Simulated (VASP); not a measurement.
# HgSe (zincblende type) (F-43m) in VASP: single point with PBE

Aim: the single point of HgSe (zincblende type) with PBE.

All numbers are computed with VASP 6.6.1; they aren't measurements. Logs are shortened: lines on timing, memory, paths and dates and some standing lists are left out, and cuts for length are marked.

## 1. The cell of the first run

It takes space group F-43m (No. 216, cubic). Conventional cell: a = 6.262 Å, b = 6.262 Å, c = 6.262 Å, α = 90.00°, β = 90.00°, γ = 90.00°. Within 3.6 Å of Hg (site symmetry -43m) lie 4 Se at 2.71 Å. Se (site symmetry -43m) has 4 Hg at 2.71 Å within 3.6 Å.

## 2. Single point, PBE, non-collinear spin, zero start, spin-orbit coupling

Contents of INCAR:

```
PREC = Accurate ; ENCUT = 500
EDIFF = 1E-6 ; ISMEAR = -1
SIGMA = 0.03 ; LREAL = False
LASPH = True ; NELM = 200
ALGO = Normal ; ISIF = 2
LWAVE = False ; LCHARG = True
LNONCOLLINEAR = True ; MAGMOM = 0 0 0 0 0 0
LORBIT = 11 ; LSORBIT = True
GGA_COMPAT = False ; LORBMOM = True
GGA = PE ; LVHAR = True
NBANDS = 30
```

Contents of KPOINTS:

```
Automatic mesh
0
Gamma
  11 11 11
```

Contents of POSCAR:

```
HgSe
1.0
    0.0000000000      3.1307779531      3.1307779531
    3.1307779531      0.0000000000      3.1307779531
    3.1307779531      3.1307779531      0.0000000000
Hg Se
1 1
Direct
    0.0000000000      0.0000000000      0.0000000000
    0.2500000000      0.2500000000      0.2500000000
```

Potentials or basis: VASP PAW PBE potentials, release 64 (Hg, Se).

Started as:

```bash
> cat potpaw_PBE.64/Hg/POTCAR potpaw_PBE.64/Se/POTCAR > POTCAR
> mpirun -np 1 vasp_ncl > vasp.out
```

OUTCAR:

```text
PREC = Accurate
   ENCUT = 500
   EDIFF = 1E-6
   ISMEAR = -1
   LREAL = False
   LASPH = True
   NELM = 200
   ISIF = 2
   LNONCOLLINEAR = True
   LORBIT = 11
   LSORBIT = True
   GGA = PE

 ion  position               nearest neighbor table
   1  0.000  0.000  0.000-   2 2.71   2 2.71   2 2.71   2 2.71
   2  0.250  0.250  0.250-   1 2.71   1 2.71   1 2.71   1 2.71

  LATTYP: Found a face centered cubic cell.
 ALAT       =     6.2615559062

  Lattice vectors:

 A1 = (   0.0000000000,   3.1307779531,   3.1307779531)
 A2 = (   3.1307779531,   0.0000000000,   3.1307779531)
 A3 = (   3.1307779531,   3.1307779531,   0.0000000000)

Analysis of symmetry for initial positions (statically):
=====================================================================
 Subroutine PRICEL returns:
 Original cell was already a primitive cell.

 Routine SETGRP: Setting up the symmetry group for a
 face centered cubic supercell.

 Subroutine GETGRP returns: Found 24 space group operations
 (whereof 24 operations were pure point group operations)
 out of a pool of 48 trial point group operations.

The static configuration has the point symmetry T_d .

Analysis of symmetry for dynamics (positions and initial velocities):
=====================================================================
 Subroutine PRICEL returns:
 Original cell was already a primitive cell.

 Routine SETGRP: Setting up the symmetry group for a
 face centered cubic supercell.

 Subroutine GETGRP returns: Found 24 space group operations
 (whereof 24 operations were pure point group operations)
 out of a pool of 48 trial point group operations.

The dynamic configuration has the point symmetry T_d .

Analysis of structural, dynamic, and magnetic symmetry:
=====================================================================
 Subroutine PRICEL returns:
 Original cell was already a primitive cell.

 Routine SETGRP: Setting up the symmetry group for a
 face centered cubic supercell.

 Subroutine GETGRP returns: Found 24 space group operations
 (whereof 24 operations were pure point group operations)
 out of a pool of 48 trial point group operations.

The overall configuration has the point symmetry T_d .

 Subroutine INISYM returns: Found 24 space group operations
 (whereof 24 operations are pure point group operations),
 and found     1 'primitive' translations

----------------------------------------------------------------------------------------

                                     Primitive cell

  volume of cell :      61.3743

  direct lattice vectors                    reciprocal lattice vectors
     0.000000000  3.130777953  3.130777953    -0.159704715  0.159704715  0.159704715
     3.130777953  0.000000000  3.130777953     0.159704715 -0.159704715  0.159704715
     3.130777953  3.130777953  0.000000000     0.159704715  0.159704715 -0.159704715

  length of vectors
     4.427588642  4.427588642  4.427588642     0.276616680  0.276616680  0.276616680

  position of ions in fractional coordinates (direct lattice)
     0.000000000  0.000000000  0.000000000
     0.250000000  0.250000000  0.250000000

  ion indices of the primitive-cell ions
   primitive index   ion index
                 1           1
                 2           2

----------------------------------------------------------------------------------------

 KPOINTS: Automatic mesh

Automatic generation of k-mesh.
 Grid dimensions read from file:
 generate k-points for:   11   11   11

 Generating k-lattice:

  Cartesian coordinates                     Fractional coordinates (reciprocal lattice)
    -0.014518610  0.014518610  0.014518610     0.090909091  0.000000000  0.000000000
     0.014518610 -0.014518610  0.014518610     0.000000000  0.090909091  0.000000000
     0.014518610  0.014518610 -0.014518610     0.000000000  0.000000000  0.090909091

[... 89 lines left out ...]
 maximum number of plane-waves:      3168
   NGX = 17   NGY = 17   NGZ = 17

 number of electron      17.9999998 magnetization       0.0000000      0.0000000      0.0000000

 number of electron      17.9999998 magnetization      -0.0000000      0.0000000      0.0000000

 number of electron      17.9999998 magnetization      -0.0000000     -0.0000000     -0.0000000

 number of electron      17.9999998 magnetization       0.0000000     -0.0000000     -0.0000000

 Free energy of the ion-electron system (eV)
  ---------------------------------------------------
  ext. energy  EPLUGINS =         0.00000000
  ---------------------------------------------------
  free energy    TOTEN  =        -4.38580909 eV

  energy without entropy =       -4.38567668  energy(sigma->0) =       -4.38574288

 E-fermi :   1.0567     XC(G=0):  -8.6453

 val. band max:        1.0279051104   @ k =   0.0000   0.0000   0.0000
 cond. band min:       1.3240280105   @ k =   0.0909   0.0000   0.0000
 fundamental gap:      0.2961229001
 Fermi energy:         1.0567227223

 k-point     1 :       0.0000    0.0000    0.0000
  band No.  band energies     occupation
      1     -11.9528      1.00000
      2     -11.9528      1.00000
      3      -6.5517      1.00000
      4      -6.5517      1.00000
      5      -6.5517      1.00000
      6      -6.5517      1.00000
[... 781 lines left out ...]
     29      11.3200      0.00000
     30      11.3837      0.00000

 [... further k-points ...]
[... 5 lines left out ...]
  --------------------------------------------------------------------------------------
  -------------------------------------------------------------------------------------
  Total       -0.0626296     -0.0626296     -0.0626296     -0.0000000      0.0000000      0.0000000
  in kB       -1.6349462     -1.6349462     -1.6349462     -0.0000000      0.0000000      0.0000000
  external PRESSURE =      -1.6349462 kB  Pullay stress =       0.0000000 kB

 VOLUME and BASIS-vectors are now :
 -----------------------------------------------------------------------------
  energy-cutoff  :      500.00
  volume of cell :       61.37
      direct lattice vectors                 reciprocal lattice vectors
     0.000000000  3.130777953  3.130777953    -0.159704715  0.159704715  0.159704715
     3.130777953  0.000000000  3.130777953     0.159704715 -0.159704715  0.159704715
     3.130777953  3.130777953  0.000000000     0.159704715  0.159704715 -0.159704715

 POSITION                                       TOTAL-FORCE (eV/Angst)
 -----------------------------------------------------------------------------------
      0.00000      0.00000      0.00000         0.000000      0.000000     -0.000000
      1.56539      1.56539      1.56539        -0.000000     -0.000000      0.000000
 -----------------------------------------------------------------------------------
    total drift:                               -0.000000     -0.000000     -0.000000

  FREE ENERGIE OF THE ION-ELECTRON SYSTEM (eV)
  ---------------------------------------------------
  free  energy   TOTEN  =        -4.3858090875 eV

  energy  without entropy=       -4.3856766754  energy(sigma->0) =       -4.38574288

 orbital moment (x)

 # of ion     p       d       tot
 ----------------------------------------
  1         0.000  -0.000  -0.000
  2         0.000  -0.000  -0.000
 ----------------------------------------
            0.000  -0.000  -0.000

 orbital moment (y)

 # of ion     p       d       tot
 ----------------------------------------
  1         0.000  -0.000  -0.000
  2         0.000   0.000   0.000
 ----------------------------------------
            0.000  -0.000  -0.000

 orbital moment (z)

 # of ion     p       d       tot
 ----------------------------------------
  1         0.000   0.000   0.000
  2         0.000   0.000   0.000
 ----------------------------------------
            0.000   0.000   0.000

 Spin-Orbit-Coupling matrix elements

 Ion:    1  E_soc:     -0.5529048
 l=   1
     0.0000000    -0.0258745    -0.0258745
    -0.0258745     0.0000000    -0.0258745
    -0.0258745    -0.0258745     0.0000000
 l=   2
     0.0000000    -0.0133383     0.0000000    -0.0133383    -0.0529381
    -0.0133383     0.0000000    -0.0397036    -0.0133383    -0.0132345
     0.0000000    -0.0397036     0.0000000    -0.0397036     0.0000000
    -0.0133383    -0.0133383    -0.0397036     0.0000000    -0.0132345
    -0.0529381    -0.0132345     0.0000000    -0.0132345     0.0000000
 l=   3
     0.0000000     0.0000000     0.0000000     0.0000000     0.0000000     0.0000000     0.0000000
     0.0000000     0.0000000     0.0000000     0.0000000     0.0000000     0.0000000     0.0000000
     0.0000000     0.0000000     0.0000000     0.0000000     0.0000000     0.0000000     0.0000000
     0.0000000     0.0000000     0.0000000     0.0000000     0.0000000     0.0000000     0.0000000
     0.0000000     0.0000000     0.0000000     0.0000000     0.0000000     0.0000000     0.0000000
     0.0000000     0.0000000     0.0000000     0.0000000     0.0000000     0.0000000     0.0000000
     0.0000000     0.0000000     0.0000000     0.0000000     0.0000000     0.0000000     0.0000000

 Ion:    2  E_soc:     -0.0483002
 l=   1
     0.0000000    -0.0080297    -0.0080297
    -0.0080297     0.0000000    -0.0080297
    -0.0080297    -0.0080297     0.0000000
 l=   2
     0.0000000    -0.0000093     0.0000000    -0.0000093    -0.0000110
    -0.0000093     0.0000000    -0.0000083    -0.0000093    -0.0000028
     0.0000000    -0.0000083     0.0000000    -0.0000083     0.0000000
    -0.0000093    -0.0000093    -0.0000083     0.0000000    -0.0000028
    -0.0000110    -0.0000028     0.0000000    -0.0000028     0.0000000
 l=   3
     0.0000000     0.0000000     0.0000000     0.0000000     0.0000000     0.0000000     0.0000000
     0.0000000     0.0000000     0.0000000     0.0000000     0.0000000     0.0000000     0.0000000
     0.0000000     0.0000000     0.0000000     0.0000000     0.0000000     0.0000000     0.0000000
     0.0000000     0.0000000     0.0000000     0.0000000     0.0000000     0.0000000     0.0000000
     0.0000000     0.0000000     0.0000000     0.0000000     0.0000000     0.0000000     0.0000000
     0.0000000     0.0000000     0.0000000     0.0000000     0.0000000     0.0000000     0.0000000
     0.0000000     0.0000000     0.0000000     0.0000000     0.0000000     0.0000000     0.0000000

 total charge

# of ion       s       p       d       tot
------------------------------------------
    1        0.701   0.359   9.390  10.451
    2        1.467   2.267   0.028   3.762
--------------------------------------------------
tot          2.169   2.626   9.418  14.213

 magnetization (x)

# of ion       s       p       d       tot
------------------------------------------
    1        0.000  -0.000   0.000  -0.000
    2        0.000   0.000  -0.000   0.000
--------------------------------------------------
tot          0.000   0.000  -0.000   0.000

 magnetization (y)

# of ion       s       p       d       tot
------------------------------------------
    1       -0.000  -0.000   0.000  -0.000
    2        0.000   0.000   0.000   0.000
--------------------------------------------------
tot         -0.000  -0.000   0.000  -0.000

 magnetization (z)

# of ion       s       p       d       tot
------------------------------------------
    1       -0.000   0.000  -0.000   0.000
    2        0.000  -0.000  -0.000  -0.000
--------------------------------------------------
tot         -0.000   0.000  -0.000   0.000
```

It took 2.6 min on 1 thread of Intel Xeon Platinum 8559C (Emerald Rapids), shared host; peak memory 0.46 GiB.

Results:

| Property | Result |
| --- | --- |
| Free energy | -4.3858 eV |
| Pressure | -0.2 GPa |
| Net moment | 0.00 μB per cell |
| Valence electrons inside the program's atomic spheres | Hg 10.45; Se 3.76 |

Moments on the atoms (μB; x, y, z):
```
Hg  0.00 0.00 0.00
Se  0.00 0.00 0.00
```
